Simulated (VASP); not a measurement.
A run of VASP 6.6.1 is set up as follows.

Contents of INCAR:

```
  PREC = Accurate
  ENCUT = 520
  EDIFF = 1E-8
  ISMEAR = 0
  SIGMA = 0.01
  LREAL = False
  LASPH = True
  NELM = 60
  ALGO = Normal
  ISIF = 2
  LWAVE = False
  LCHARG = False
  GGA = PS
  LEPSILON = True
```

KPOINTS

```
regular mesh
0
Gamma
  10 10 10
```

The input POSCAR:

```
AlN
1.0
    0.0000000000      2.1839935596      2.1839935596
    2.1839935596      0.0000000000      2.1839935596
    2.1839935596      2.1839935596      0.0000000000
Al N
1 1
Direct
    0.0000000000      0.0000000000      0.0000000000
    0.2500000000      0.2500000000      0.2500000000
```

Potentials or basis: VASP PAW PBE potentials, release 64 (Al, N).

Run with:

```bash
$ cat potpaw_PBE.64/Al/POTCAR potpaw_PBE.64/N/POTCAR > POTCAR
$ mpirun -np 1 vasp_std > vasp.out
```

Task: What does it give for the electronic dielectric tensor (diagonal)?

Result: 4.63.

Task: Predict the Born charges (mean of the diagonal).

Result: Al +2.53; N -2.53 e.

Task: Predict the band gap on the k mesh.

Result: 3.19 eV, indirect (least direct gap 4.13 eV).

Born effective charge tensors (e):
atom 1, Al
```
2.53 0.00 0.00
0.00 2.53 0.00
0.00 0.00 2.53
```
atom 2, N
```
-2.53  0.00  0.00
 0.00 -2.53  0.00
 0.00  0.00 -2.53
```

 A k mesh can miss the band edges.
